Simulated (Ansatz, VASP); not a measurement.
**Te3O2: VASP beside Ansatz**

```
Te O
1.0
     3.63802    2.10041    2.59322
    -3.63802    2.10041    2.59322
     0.00000   -4.20082    2.59322
Te O
3 2
Direct
  0.00000 0.50000 0.00000
  0.00000 0.00000 0.50000
  0.50000 0.00000 0.00000
  0.75348 0.75348 0.75348
  0.24652 0.24652 0.24652
```

Change from the starting cell: species swapped into the Br2Cl3 type (R-3m, No. 166).

Alike in both runs: functional PBE; k mesh 3 × 3 × 3; occupations gaussian, width 0.1 eV; no spin polarisation.

Ansatz relaxed the structure, and its values are those at the end. VASP's run is a single point on that final structure, the one shown.

|  | VASP | Ansatz |
| --- | --- | --- |
| version | VASP 6.6.1 | Ansatz 0.2.0 |
| potentials or method | VASP PAW PBE potentials, release 64 (Te, O), cutoff 520 eV | scalar-relativistic, plane waves, PAW |
| valence electrons in the cell | 30 | 60 |

|  | VASP | Ansatz | Ansatz less VASP |
| --- | --- | --- | --- |
| gap on the k mesh at the Fermi level (eV) | none | none | - |
| pressure (GPa) | -0.5 | -0.2 | +0.26 |
| rms of the force components (eV/Å) | 0.009 | 0.001 | -0.0083 |

A gap of «none» marks a metal or a gap that the smearing closes. With one functional, cell and mesh, what is left measures potentials, basis and numerics. VASP's potentials hold 30 valence electrons a cell and Ansatz's 60, so a difference there can come from the potentials and not from the codes.

The k mesh is coarse, so the values compare programs but aren't converged. Spin-orbit coupling is off throughout.
